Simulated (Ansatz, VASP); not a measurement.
## Cd in VASP and in Ansatz

INCAR

```
  ALGO = Fast
  EDIFF = 1E-7
  EDIFFG = -0.01
  ENCUT = 600
  GGA = PS
  IBRION = 2
  ISIF = 3
  ISMEAR = 0
  LASPH = T
  LCHARG = F
  LREAL = F
  LWAVE = F
  NELM = 60
  NSW = 80
  PREC = Accurate
  SIGMA = 0.1
```

KPOINTS

```
k-points
0
Gamma
  18 18 8
```

The input POSCAR:

```
Cd
1.0
    2.8987333611      0.0000000000      0.0000000000
   -1.4493666805      2.5103767295      0.0000000000
    0.0000000000      0.0000000000      5.4724688450
Cd
2
Direct
    0.3333333333      0.6666666667      0.2500000000
    0.6666666667      0.3333333333      0.7500000000
```

Input for Ansatz:

```yaml
crystal:
  lattice:
    - [2.8987333611, 0.0, 0.0]
    - [-1.4493666805, 2.5103767295, 0.0]
    - [0.0, 0.0, 5.472468845]
  atoms:
    - { symbol: Cd, position: [0.3333333333, 0.6666666667, 0.25] }
    - { symbol: Cd, position: [0.6666666667, 0.3333333333, 0.75] }
basis:
  ecutwfc: 420
kpoints:
  mp_grid: { grid: [18, 18, 8] }
hamiltonian:
  xc: pbesol
scf:
  occupations: { method: gaussian, width: 0.1 }
output:
  forces: true
  stress: true
  eigenvalues: true
relax:
  adjacent_minimum: "off"
  f_tol: 0.01
  max_steps: 60
  cell: { stress_tol: 0.1 }
```

Alike in both runs: task relaxation of cell and atoms; functional PBEsol; k mesh 18 × 18 × 8; occupations gaussian, width 0.1 eV; no spin polarisation.

```csv
,VASP,Ansatz
version,VASP 6.6.1,Ansatz 0.2.0
potentials or method,"VASP PAW PBE potentials, release 64 (Cd), cutoff 600 eV","scalar-relativistic, plane waves, PAW"
valence electrons in the cell,24,40
```

|  | VASP | Ansatz | Ansatz less VASP |
| --- | --- | --- | --- |
| gap on the k mesh at the Fermi level, each at its own relaxed structure (eV) | none | none | - |
| relaxed volume (Å³/atom) | 21.07 | 21.07 | -0.004 |
| relaxed length of the cell vector where the two differ most in proportion (Å) | 5.553 | 5.618 | +0.0643 |

VASP's potentials were made for PBE, not for PBEsol. A gap of «none» marks a metal or a gap that the smearing closes. VASP's potentials hold 24 valence electrons a cell and Ansatz's 40, so a difference there can come from the potentials and not from the codes.
